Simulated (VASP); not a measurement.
# Nb (P6_3/mmc) in VASP: a series of runs, part 2 of 2

VASP 6.6.1.

### Step 4. Relaxation of shape and atoms at fixed volume, LDA

This run uses another cell than the first one, of 11.46 Å³/atom, 1.444 times its volume.

INCAR

```
ALGO     = Normal         # electronic algorithm
EDIFF    = 1E-6           # SCF threshold, eV
EDIFFG   = -0.005         # ionic threshold
ENCUT    = 600            # plane-wave cutoff, eV
IBRION   = 2              # ionic algorithm
ISIF     = 4              # what is computed and relaxed
ISMEAR   = -1             # smearing method
LASPH    = True           # aspherical terms in the spheres
LCHARG   = False          # write CHGCAR
LREAL    = False          # projectors in reciprocal space
LWAVE    = False          # write WAVECAR
NELM     = 80             # most SCF steps
NSW      = 50             # ionic steps
PREC     = Accurate       # precision mode
SIGMA    = 0.05           # smearing width, eV
```

KPOINTS

```
k-points
0
Gamma
  15 15 8
```

POSCAR

```
Nb
1.0
    2.4348503337      0.0000000000      0.0000000000
   -1.2174251669      2.1086422434      0.0000000000
    0.0000000000      0.0000000000      4.4659191193
Nb
2
Direct
    0.3333333333      0.6666666667      0.2500000000
    0.6666666667      0.3333333333      0.7500000000
```

Potentials or basis: VASP PAW LDA potentials, release 64 (Nb_sv).

Command:

```bash
$ cat potpaw_LDA.64/Nb_sv/POTCAR > POTCAR
$ mpirun -np 1 vasp_std > vasp.out
```

OUTCAR:

```text
EDIFF = 1E-6
   EDIFFG = -0.005
   ENCUT = 600
   IBRION = 2
   ISIF = 4
   ISMEAR = -1
   LASPH = True
   LREAL = False
   NELM = 80
   NSW = 50
   PREC = Accurate

 ion  position               nearest neighbor table
   1  0.333  0.667  0.250-   2 2.64   2 2.64   2 2.64   2 2.64   2 2.64   2 2.64
   2  0.667  0.333  0.750-   1 2.64   1 2.64   1 2.64   1 2.64   1 2.64   1 2.64

  LATTYP: Found a hexagonal cell.
 ALAT       =     2.4348503337
 C/A-ratio  =     1.8341657627

  Lattice vectors:

 A1 = (   2.4348503337,   0.0000000000,   0.0000000000)
 A2 = (  -1.2174251669,   2.1086422434,   0.0000000000)
 A3 = (   0.0000000000,   0.0000000000,   4.4659191193)

Analysis of symmetry for initial positions (statically):
=====================================================================
 Subroutine PRICEL returns:
 Original cell was already a primitive cell.

 Routine SETGRP: Setting up the symmetry group for a
 hexagonal supercell.

 Subroutine GETGRP returns: Found 24 space group operations
 (whereof 12 operations were pure point group operations)
 out of a pool of 24 trial point group operations.

The static configuration has the point symmetry D_3d.
 The point group associated with its full space group is D_6h.

Analysis of symmetry for dynamics (positions and initial velocities):
=====================================================================
 Subroutine PRICEL returns:
 Original cell was already a primitive cell.

 Routine SETGRP: Setting up the symmetry group for a
 hexagonal supercell.

 Subroutine GETGRP returns: Found 24 space group operations
 (whereof 12 operations were pure point group operations)
 out of a pool of 24 trial point group operations.

The dynamic configuration has the point symmetry D_3d.
 The point group associated with its full space group is D_6h.

 Subroutine INISYM returns: Found 24 space group operations
 (whereof 12 operations are pure point group operations),
 and found     1 'primitive' translations

----------------------------------------------------------------------------------------

                                     Primitive cell

  volume of cell :      22.9290

  direct lattice vectors                    reciprocal lattice vectors
     2.434850334  0.000000000  0.000000000     0.410702862  0.237119408  0.000000000
    -1.217425167  2.108642243  0.000000000     0.000000000  0.474238816  0.000000000
     0.000000000  0.000000000  4.465919119     0.000000000  0.000000000  0.223918072

  length of vectors
     2.434850334  2.434850334  4.465919119     0.474238816  0.474238816  0.223918072

  position of ions in fractional coordinates (direct lattice)
     0.333333333  0.666666667  0.250000000
     0.666666667  0.333333333  0.750000000

  ion indices of the primitive-cell ions
   primitive index   ion index
                 1           1
                 2           2

----------------------------------------------------------------------------------------

 KPOINTS: k-points

[... 46 lines left out ...]
  0.333333  0.200000  0.000000     12.000000
  0.400000  0.200000  0.000000      6.000000
 [... further k-points ...]
   k-points           NKPTS =    135   k-points in BZ     NKDIM =    135   number of bands    NBANDS=     17
   number of dos      NEDOS =    301   number of ions     NIONS =      2
   total plane-waves  NPLWV =  14400
   dimension x,y,z NGX =    20 NGY =   20 NGZ =   36
   dimension x,y,z NGXF=    40 NGYF=   40 NGZF=   72
   ions per type =               2
   NGX,Y,Z   is equivalent  to a cutoff of  13.66, 13.66, 13.40 a.u.
   NGXF,Y,Z  is equivalent  to a cutoff of  27.31, 27.31, 26.80 a.u.
 SYSTEM =  unknown system
   PREC   = accura    normal or accurate (medium, high low for compatibility)
   ISTART =      0    job   : 0-new  1-cont  2-samecut
   ICHARG =      2    charge: 1-file 2-atom 10-const
   ISPIN  =      1    spin polarized calculation?
   LNONCOLLINEAR =      F non collinear calculations
   LSORBIT =      F    spin-orbit coupling
   LASPH  =      T    aspherical Exc in radial PAW
   ENCUT  =  600.0 eV  44.10 Ry    6.64 a.u.   4.86  4.86  8.92*2*pi/ulx,y,z
   NELM   =     80;   NELMIN=  2; NELMDL= -5     # of ELM steps
   EDIFF  = 0.1E-05   stopping-criterion for ELM
   LREAL  =      F    real-space projection
   EDIFFG = -.5E-02   stopping-criterion for IOM
   NSW    =     50    number of steps for IOM
   IBRION =      2    ionic relax: 0-MD 1-quasi-New 2-CG
   NFREE  =      1    steps in history (QN), initial steepest desc. (CG)
   ISIF   =      4    stress and relaxation
   ISYM   =      2    0-nonsym 1-usesym 2-fastsym
   POTIM  = 0.5000    time-step for ionic-motion
   TEBEG  =    0.0;   TEEND  =   0.0 temperature during run
   PSTRESS=    0.0 pullay stress
   NELECT =      26.0000    total number of electrons
   NUPDOWN=      -1.0000    fix difference up-down
   EMIN   =  10.00;   EMAX   =-10.00  energy-range for DOS
   EFERMI =   0.00;   METHOD = LEGACY
   ISMEAR =    -1;   SIGMA  =   0.05  broadening in eV -4-tet -1-fermi 0-gaus
   EFERMI_NEDOS =   21; number of points for ismear=-14 and -15
   IALGO  =     38    algorithm
   IMIX   =      4    mixing-type and parameters
     AMIX     =   0.40;   BMIX     =  1.00
     AMIX_MAG =   1.60;   BMIX_MAG =  1.00
  volume/ion in A,a.u.               =      11.46        77.37
  Fermi-wavevector in a.u.,A,eV,Ry     =   1.707146  3.226038 39.652094  2.914347
  Thomas-Fermi vector in A             =   2.786052
   LORBIT       =      0    0 simple, 1 ext, 2 COOP (PROOUT), +10 PAW based schemes
   GGA     = CA    functional components
   LHFCALC =     F    Hartree Fock is set to
   AEXX    =    0.0000 exact exchange contribution
   IVDW    =     0    specifies the selected vdW correction
   LEPSILON=     F    determine dielectric tensor
   LRPA    =     F    only Hartree local field effects (RPA)
 conjugate gradient relaxation of ions
 non-spin polarized calculation
  energy-cutoff  :      600.00
  volume of cell :       22.93
 maximum number of plane-waves:       786
 NGX is ok and might be reduce to    20
   NGX =  9   NGY =  9   NGZ = 17

--------------------------------------- Ionic step        1  -------------------------------------------

 number of electron      26.0000001 magnetization

 Free energy of the ion-electron system (eV)
  ---------------------------------------------------
  ext. energy  EPLUGINS =         0.00000000
  ---------------------------------------------------
  free energy    TOTEN  =       -17.16821547 eV

  energy without entropy =      -17.15180237  energy(sigma->0) =      -17.16000892

------------------------ aborting loop because EDIFF is reached ----------------------------------------

  FORCE on cell =-STRESS in cart. coord.  units (eV):
  Direction    XX          YY          ZZ          XY          YZ          ZX
  --------------------------------------------------------------------------------------
  -------------------------------------------------------------------------------------
  Total       25.2950931     25.2950931     22.5719443     -0.0000000      0.0000000      0.0000000
  in kB     1767.5057589   1767.5057590   1577.2245402     -0.0000000      0.0000000      0.0000000
  external PRESSURE =    1704.0786860 kB  Pullay stress =       0.0000000 kB
[... 95 lines left out ...]
--------------------------------------- Ionic step        4  -------------------------------------------

 number of electron      25.9999999 magnetization

 Free energy of the ion-electron system (eV)
  ---------------------------------------------------
  ext. energy  EPLUGINS =         0.00000000
  ---------------------------------------------------
  free energy    TOTEN  =       -17.21082452 eV

  energy without entropy =      -17.19901491  energy(sigma->0) =      -17.20491971

 E-fermi :  19.2745     XC(G=0): -15.2078

 val. band max:       19.2597043704   @ k =   0.2667   0.0667   0.2500
 cond. band min:      19.2871543276   @ k =   0.3333   0.1333   0.0000
 fundamental gap:      0.0274499572
 Fermi energy:        19.2744560580

 k-point     1 :       0.0000    0.0000    0.0000
  band No.  band energies     occupation
      1     -35.8815      2.00000
      2     -34.9129      2.00000
      3     -13.8835      2.00000
      4      -9.5441      2.00000
      5      -9.3785      2.00000
      6      -9.3785      2.00000
[... 457 lines left out ...]
      4     -12.8719      2.00000
      5     -11.6675      2.00000
      6     -11.4063      2.00000
[... 9 lines left out ...]
     16      25.1802      0.00000
     17      25.2510      0.00000

 [... further k-points ...]

------------------------ aborting loop because EDIFF is reached ----------------------------------------

  FORCE on cell =-STRESS in cart. coord.  units (eV):
  Direction    XX          YY          ZZ          XY          YZ          ZX
  --------------------------------------------------------------------------------------
  -------------------------------------------------------------------------------------
  Total       24.1844329     24.1844329     24.1791044     -0.0000000      0.0000000      0.0000000
  in kB     1689.8978914   1689.8978914   1689.5255581     -0.0000001      0.0000000      0.0000000
  external PRESSURE =    1689.7737803 kB  Pullay stress =       0.0000000 kB
[... 17 lines left out ...]
  FREE ENERGIE OF THE ION-ELECTRON SYSTEM (eV)
  ---------------------------------------------------
  free  energy   TOTEN  =       -17.2108245215 eV

  energy  without entropy=      -17.1990149071  energy(sigma->0) =      -17.20491971

 reached required accuracy - stopping structural energy minimisation
```

Run time: 90 s. Hardware: 1 thread of Intel Xeon Platinum 8488C (Sapphire Rapids), shared host; peak memory 0.17 GiB.

Results:

| Quantity | Value |
| --- | --- |
| Free energy | -17.2108 eV |
| Energy gained by relaxing | 21.3 meV/atom |
| Ionic steps | 4 |
| Pressure after relaxing | 169.0 GPa |
| Band gap on the k mesh | zero (band 13 reaches 22.09 eV, above the bottom of band 14 at 17.77 eV) |

The path:
| step | energy change (eV) | largest force (eV/Å) | pressure (GPa) | volume (Å³) |
| --- | --- | --- | --- | --- |
| 1 | 0.0000 | 0.0000 | 170.41 | 22.93 |
| 2 | -0.0318 | 0.0000 | 168.28 | 22.93 |
| 3 | -0.0426 | 0.0000 | 168.94 | 22.93 |
| 4 | -0.0426 | 0.0000 | 168.98 | 22.93 |

Final structure:
```xyz
2
Lattice="2.4702 0.0000 0.0000 -1.2351 2.1392 0.0000 0.0000 0.0000 4.3391" Properties=species:S:1:pos:R:3 pbc="T T T"
Nb    0.0000    1.4262    1.0848
Nb    1.2351    0.7131    3.2543
```
